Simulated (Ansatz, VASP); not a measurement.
Two plane-wave programs on HfC

INCAR

```
ALGO = Normal ; EDIFF = 1E-8
ENCUT = 520 ; GGA = PE
ISIF = 2 ; ISMEAR = -1
LASPH = T ; LCHARG = F
LEFG = T ; LREAL = F
LWAVE = F ; NBANDS = 14
NELM = 80 ; PREC = Accurate
SIGMA = 0.05
```

File KPOINTS:

```
k-points
0
Gamma
  15 15 15
```

POSCAR

```
HfC
1.0
    0.0000000000      2.3250000000      2.3250000000
    2.3250000000      0.0000000000      2.3250000000
    2.3250000000      2.3250000000      0.0000000000
Hf C
1 1
Direct
    0.5248322581      0.5248322581      0.5248322581
    0.0000000000      0.0000000000      0.0000000000
```

Input for Ansatz:

```yaml
crystal:
  lattice:
    - [0.0, 2.325, 2.325]
    - [2.325, 0.0, 2.325]
    - [2.325, 2.325, 0.0]
  atoms:
    - { symbol: Hf, position: [0.5248322581, 0.5248322581, 0.5248322581] }
    - { symbol: C, position: [0.0, 0.0, 0.0] }
kpoints:
  mp_grid: { grid: [15, 15, 15] }
scf:
  occupations: { method: fermi_dirac, width: 0.05 }
hamiltonian:
  xc: pbe
  pseudopotentials: { kind: paw }
output:
  forces: true
  stress: true
  eigenvalues: true
  efg: { contact_densities: true }
  write_density: true
  write_potential: true
  elf: true
  volumetric_format: npy
```

Alike in both runs: task electric field gradients; functional PBE; k mesh 15 × 15 × 15; occupations fermi-dirac, width 0.05 eV; no spin polarisation.

|  | VASP | Ansatz |
| --- | --- | --- |
| version | VASP 6.6.1 | Ansatz 0.2.0 |
| potentials or method | VASP PAW PBE potentials, release 64 (Hf_pv, C) | PAW with Ansatz's default frozen-core files, scalar-relativistic |
| plane-wave cutoff (eV) | 520 | 420 |
| valence electrons in the cell | 14 | 30 |

Ansatz gave:

```
pressure (GPa)                                                : 3.6
traceless stress, the component that is largest in VASP (GPa) : -1.34
rms of the force components (eV/Å)                            : 0.761
size of Vzz on the site where it differs most (V/Å²)          : 62.7
```

Problem. Estimate VASP's values.

Solution. Pressure (GPa): 3.0; traceless stress, the component that is largest in VASP (GPa): -1.35; rms of the force components (eV/Å): 0.753; size of Vzz on the site where it differs most (V/Å²): 54.4.

Atom by atom the forces differ by 0.008 eV/Å (rms over components). VASP's potentials hold 14 valence electrons a cell and Ansatz's 30, so a difference there can come from the potentials and not from the codes.

Spin-orbit coupling is off throughout.
